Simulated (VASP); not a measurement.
# KI (P1) in VASP: single point with PBEsol

Aim: the single point of KI with PBEsol.

Program: VASP 6.6.1. These are calculated values, not measurements. Logs are shortened: lines on timing, memory, paths and dates and some standing lists are left out, and cuts for length are marked.

### 1 The cell of the first run

The typed cell holds 4 atoms: a = 6.039 Å, b = 6.039 Å, c = 7.039 Å, α = 90.00°, β = 90.00°, γ = 120.00°.

### 2 Single point, PBEsol

The input, INCAR:

```
SYSTEM = KI
  ALGO = Normal
  EDIFF = 1E-7
  ENCUT = 520
  GGA = PS
  ISIF = 2
  ISMEAR = -1
  LASPH = .TRUE.
  LCHARG = .TRUE.
  LELF = .TRUE.
  LREAL = .FALSE.
  LVHAR = .TRUE.
  LWAVE = .FALSE.
  NBANDS = 24
  NELM = 60
  PREC = Accurate
  SIGMA = 0.052
```

The input, KPOINTS:

```
k-points
0
G
  6 6 2
  0 0 0
```

The input, POSCAR:

```
KI
1.0
    6.0394507995      0.0000000000      0.0000000000
   -3.0197253998      5.2303178172      0.0000000000
    0.0000000000      0.0000000000      7.0391247621
K I
2 2
Direct
    0.3313905824      0.6578068714     -0.0640816885
    0.6825187708      0.3474238208      0.4504596959
    0.3301638388      0.6641535221      0.4343062672
    0.6655508743      0.3342349473      0.9371882475
```

Potentials or basis: VASP PAW PBE potentials, release 64 (K_sv, I).

Launch:

```
cat potpaw_PBE.64/K_sv/POTCAR potpaw_PBE.64/I/POTCAR > POTCAR
mpirun -np 1 vasp_std > vasp.out
```

OUTCAR:

```text
SYSTEM = KI
   EDIFF = 1E-7
   ENCUT = 520
   GGA = PS
   ISIF = 2
   ISMEAR = -1
   LASPH = .TRUE.
   LREAL = .FALSE.
   NELM = 60
   PREC = Accurate

 ion  position               nearest neighbor table
   1  0.331  0.658  0.936-   4 3.44   4 3.48   3 3.51   3 3.53   4 3.54
   2  0.683  0.347  0.450-   3 3.39   4 3.43   3 3.50   3 3.58   4 3.61
   3  0.330  0.664  0.434-   2 3.39   2 3.50   1 3.51   1 3.53   2 3.58
   4  0.666  0.334  0.937-   2 3.43   1 3.44   1 3.48   1 3.54   2 3.61

  LATTYP: Found a hexagonal cell.
 ALAT       =     6.0394507995
 C/A-ratio  =     1.1655239848

  Lattice vectors:

 A1 = (   6.0394507995,   0.0000000000,   0.0000000000)
 A2 = (  -3.0197253998,   5.2303178172,   0.0000000000)
 A3 = (   0.0000000000,   0.0000000000,   7.0391247621)

Analysis of symmetry for initial positions (statically):
=====================================================================
 Subroutine PRICEL returns:
 Original cell was already a primitive cell.

 Routine SETGRP: Setting up the symmetry group for a
 hexagonal supercell.

 Subroutine GETGRP returns: Found  1 space group operations
 (whereof  1 operations were pure point group operations)
 out of a pool of 24 trial point group operations.

The static configuration has the point symmetry C_1 .

Analysis of symmetry for dynamics (positions and initial velocities):
=====================================================================
 Subroutine PRICEL returns:
 Original cell was already a primitive cell.

 Routine SETGRP: Setting up the symmetry group for a
 hexagonal supercell.

 Subroutine GETGRP returns: Found  1 space group operations
 (whereof  1 operations were pure point group operations)
 out of a pool of 24 trial point group operations.

The dynamic configuration has the point symmetry C_1 .

 Subroutine INISYM returns: Found  1 space group operations
 (whereof  1 operations are pure point group operations),
 and found     1 'primitive' translations

----------------------------------------------------------------------------------------

                                     Primitive cell

  volume of cell :     222.3536

  direct lattice vectors                    reciprocal lattice vectors
     6.039450799  0.000000000  0.000000000     0.165577969  0.095596485  0.000000000
    -3.019725400  5.230317817  0.000000000     0.000000000  0.191192970  0.000000000
     0.000000000  0.000000000  7.039124762     0.000000000  0.000000000  0.142063116

  length of vectors
     6.039450799  6.039450799  7.039124762     0.191192970  0.191192970  0.142063116

  position of ions in fractional coordinates (direct lattice)
     0.331390582  0.657806871  0.935918311
     0.682518771  0.347423821  0.450459696
     0.330163839  0.664153522  0.434306267
     0.665550874  0.334234947  0.937188248

  ion indices of the primitive-cell ions
   primitive index   ion index
                 1           1
                 2           2
                 3           3
                 4           4

----------------------------------------------------------------------------------------

 KPOINTS: k-points

Automatic generation of k-mesh.
 Grid dimensions read from file:
 generate k-points for:    6    6    2

 Generating k-lattice:

  Cartesian coordinates                     Fractional coordinates (reciprocal lattice)
     0.027596328  0.015932748  0.000000000     0.166666667  0.000000000  0.000000000
     0.000000000  0.031865495  0.000000000     0.000000000  0.166666667  0.000000000
     0.000000000  0.000000000  0.071031558     0.000000000  0.000000000  0.500000000

  Length of vectors
     0.031865495  0.031865495  0.071031558

  Shift w.r.t. Gamma in fractional coordinates (k-lattice)
     0.000000000  0.000000000  0.000000000

 Subroutine IBZKPT returns following result:
 ===========================================

 Found     40 irreducible k-points:

 Following reciprocal coordinates:
            Coordinates               Weight
  0.000000  0.000000  0.000000      1.000000
  0.166667 -0.000000  0.000000      2.000000
  0.000000  0.166667  0.000000      2.000000
 -0.166667  0.166667  0.000000      2.000000
  0.333333  0.000000  0.000000      2.000000
  0.000000  0.333333  0.000000      2.000000
[... 16 lines left out ...]
  0.000000  0.166667  0.500000      2.000000
 -0.166667  0.166667  0.500000      2.000000
 [... further k-points ...]
   k-points           NKPTS =     40   k-points in BZ     NKDIM =     40   number of bands    NBANDS=     24
   number of dos      NEDOS =    301   number of ions     NIONS =      4
   total plane-waves  NPLWV = 124416
   dimension x,y,z NGX =    48 NGY =   48 NGZ =   54
   dimension x,y,z NGXF=    96 NGYF=   96 NGZF=  108
   ions per type =               2   2
   NGX,Y,Z   is equivalent  to a cutoff of  13.21, 13.21, 12.75 a.u.
   NGXF,Y,Z  is equivalent  to a cutoff of  26.43, 26.43, 25.51 a.u.
 SYSTEM =  KI
   PREC   = accura    normal or accurate (medium, high low for compatibility)
   ISTART =      0    job   : 0-new  1-cont  2-samecut
   ICHARG =      2    charge: 1-file 2-atom 10-const
   ISPIN  =      1    spin polarized calculation?
   LNONCOLLINEAR =      F non collinear calculations
   LSORBIT =      F    spin-orbit coupling
   LASPH  =      T    aspherical Exc in radial PAW
   ENCUT  =  520.0 eV  38.22 Ry    6.18 a.u.  11.23 11.23 13.09*2*pi/ulx,y,z
   NELM   =     60;   NELMIN=  2; NELMDL= -5     # of ELM steps
   EDIFF  = 0.1E-06   stopping-criterion for ELM
   LREAL  =      F    real-space projection
   EDIFFG = 0.1E-05   stopping-criterion for IOM
   NSW    =      0    number of steps for IOM
   IBRION =     -1    ionic relax: 0-MD 1-quasi-New 2-CG
   NFREE  =      0    steps in history (QN), initial steepest desc. (CG)
   ISIF   =      2    stress and relaxation
   ISYM   =      2    0-nonsym 1-usesym 2-fastsym
   POTIM  = 0.5000    time-step for ionic-motion
   TEBEG  =    0.0;   TEEND  =   0.0 temperature during run
   PSTRESS=    0.0 pullay stress
   NELECT =      32.0000    total number of electrons
   NUPDOWN=      -1.0000    fix difference up-down
   EMIN   =  10.00;   EMAX   =-10.00  energy-range for DOS
   EFERMI =   0.00;   METHOD = LEGACY
   ISMEAR =    -1;   SIGMA  =   0.05  broadening in eV -4-tet -1-fermi 0-gaus
   EFERMI_NEDOS =   21; number of points for ismear=-14 and -15
   IALGO  =     38    algorithm
   IMIX   =      4    mixing-type and parameters
     AMIX     =   0.40;   BMIX     =  1.00
     AMIX_MAG =   1.60;   BMIX_MAG =  1.00
  volume/ion in A,a.u.               =      55.59       375.13
  Fermi-wavevector in a.u.,A,eV,Ry     =   0.857913  1.621221 10.014096  0.736015
  Thomas-Fermi vector in A             =   1.975039
   LORBIT       =      0    0 simple, 1 ext, 2 COOP (PROOUT), +10 PAW based schemes
   GGA     = PS    functional components
   LHFCALC =     F    Hartree Fock is set to
   AEXX    =    0.0000 exact exchange contribution
   IVDW    =     0    specifies the selected vdW correction
   LEPSILON=     F    determine dielectric tensor
   LRPA    =     F    only Hartree local field effects (RPA)
 non-spin polarized calculation
  energy-cutoff  :      520.00
  volume of cell :      222.35
 maximum number of plane-waves:      6038
 NGX is ok and might be reduce to    48
   NGX = 23   NGY = 23   NGZ = 27

 number of electron      32.0000000 magnetization

 Free energy of the ion-electron system (eV)
  ---------------------------------------------------
  ext. energy  EPLUGINS =         0.00000000
  ---------------------------------------------------
  free energy    TOTEN  =       -11.39213109 eV

  energy without entropy =      -11.39213109  energy(sigma->0) =      -11.39213109

 E-fermi :  -0.3700     XC(G=0):  -6.2124

 val. band max:       -1.5472695314   @ k =   0.0000   0.0000   0.0000
 cond. band min:       2.2102109038   @ k =   0.0000   0.0000   0.0000
 fundamental gap:      3.7574804352
 Fermi energy:        -0.3699587884

 k-point     1 :       0.0000    0.0000    0.0000
  band No.  band energies     occupation
      1     -30.0202      2.00000
      2     -30.0141      2.00000
      3     -13.6019      2.00000
      4     -13.5976      2.00000
      5     -13.5944      2.00000
      6     -13.5808      2.00000
[... 16 lines left out ...]
     23       5.5329      0.00000
     24       6.4255      0.00000

 k-point     2 :       0.1667   -0.0000    0.0000
  band No.  band energies     occupation
      1     -30.0201      2.00000
      2     -30.0141      2.00000
      3     -13.6103      2.00000
      4     -13.5997      2.00000
      5     -13.5960      2.00000
      6     -13.5922      2.00000
[... 16 lines left out ...]
     23       5.7487      0.00000
     24       5.9677      0.00000

 k-point     3 :       0.0000    0.1667    0.0000
  band No.  band energies     occupation
      1     -30.0201      2.00000
      2     -30.0141      2.00000
      3     -13.6072      2.00000
      4     -13.5995      2.00000
      5     -13.5978      2.00000
      6     -13.5918      2.00000
[... 16 lines left out ...]
     23       5.7535      0.00000
     24       5.9112      0.00000

 k-point     4 :      -0.1667    0.1667    0.0000
  band No.  band energies     occupation
      1     -30.0201      2.00000
      2     -30.0141      2.00000
      3     -13.6096      2.00000
      4     -13.5998      2.00000
      5     -13.5969      2.00000
      6     -13.5911      2.00000
[... 16 lines left out ...]
     23       5.7495      0.00000
     24       5.9473      0.00000

 k-point     5 :       0.3333    0.0000    0.0000
  band No.  band energies     occupation
      1     -30.0199      2.00000
      2     -30.0142      2.00000
      3     -13.6328      2.00000
      4     -13.6226      2.00000
      5     -13.5980      2.00000
      6     -13.5910      2.00000
[... 451 lines left out ...]
 k-point    22 :       0.1667   -0.0000    0.5000
  band No.  band energies     occupation
      1     -30.0199      2.00000
      2     -30.0143      2.00000
      3     -13.6406      2.00000
      4     -13.6382      2.00000
      5     -13.5902      2.00000
      6     -13.5852      2.00000
[... 16 lines left out ...]
     23       6.1651      0.00000
     24       6.3270      0.00000

 k-point    23 :       0.0000    0.1667    0.5000
  band No.  band energies     occupation
      1     -30.0199      2.00000
      2     -30.0143      2.00000
      3     -13.6366      2.00000
      4     -13.6353      2.00000
      5     -13.5911      2.00000
      6     -13.5850      2.00000
[... 16 lines left out ...]
     23       6.1995      0.00000
     24       6.3482      0.00000

 k-point    24 :      -0.1667    0.1667    0.5000
  band No.  band energies     occupation
      1     -30.0199      2.00000
      2     -30.0143      2.00000
      3     -13.6394      2.00000
      4     -13.6376      2.00000
      5     -13.5907      2.00000
      6     -13.5855      2.00000
[... 16 lines left out ...]
     23       6.1752      0.00000
     24       6.3210      0.00000

 [... further k-points ...]

------------------------ aborting loop because EDIFF is reached ----------------------------------------

  FORCE on cell =-STRESS in cart. coord.  units (eV):
  Direction    XX          YY          ZZ          XY          YZ          ZX
  --------------------------------------------------------------------------------------
  -------------------------------------------------------------------------------------
  Total       -0.0895597     -0.5035040     -0.3143564      0.0725888     -0.0091247     -0.0109882
  in kB       -0.6453260     -3.6280173     -2.2651065      0.5230415     -0.0657483     -0.0791758
  external PRESSURE =      -2.1794833 kB  Pullay stress =       0.0000000 kB

 VOLUME and BASIS-vectors are now :
 -----------------------------------------------------------------------------
  energy-cutoff  :      520.00
  volume of cell :      222.35
      direct lattice vectors                 reciprocal lattice vectors
     6.039450799  0.000000000  0.000000000     0.165577969  0.095596485  0.000000000
    -3.019725400  5.230317817  0.000000000     0.000000000  0.191192970  0.000000000
     0.000000000  0.000000000  7.039124762     0.000000000  0.000000000  0.142063116

 POSITION                                       TOTAL-FORCE (eV/Angst)
 -----------------------------------------------------------------------------------
      0.01502      3.44054      6.58805        -0.024687      0.051141      0.007945
      3.07291      1.81714      3.17084        -0.078671     -0.084443     -0.113024
     -0.01155      3.47373      3.05714         0.074234      0.073879      0.029203
      3.01026      1.74815      6.59698         0.029124     -0.040577      0.075876
 -----------------------------------------------------------------------------------
    total drift:                                0.000209     -0.000036      0.000171

  FREE ENERGIE OF THE ION-ELECTRON SYSTEM (eV)
  ---------------------------------------------------
  free  energy   TOTEN  =       -11.3921310938 eV

  energy  without entropy=      -11.3921310937  energy(sigma->0) =      -11.39213109
```

Wall time 3.2 min (1 thread of Intel Xeon 6975P-C (Granite Rapids), shared host); peak memory 0.43 GiB.

What came out:

| Property | Result |
| --- | --- |
| Free energy | -11.3921 eV |
| Pressure | -0.2 GPa |
| Largest force | 0.162 eV/Å |
| Band gap on the k mesh | 3.76 eV |

Forces in eV/Å, atoms in the order of the input:
```
K   -0.025  0.051  0.008
K   -0.079 -0.084 -0.113
I    0.074  0.074  0.029
I    0.029 -0.041  0.076
```

Caveat: the k points lie up to 0.45 Å⁻¹ apart; the structure was generated, so it needn't be the stable form of KI; the PAW data sets were made with another functional, which shifts forces and pressure a little; spin-orbit coupling is left out, which moves the levels of the heavy elements.
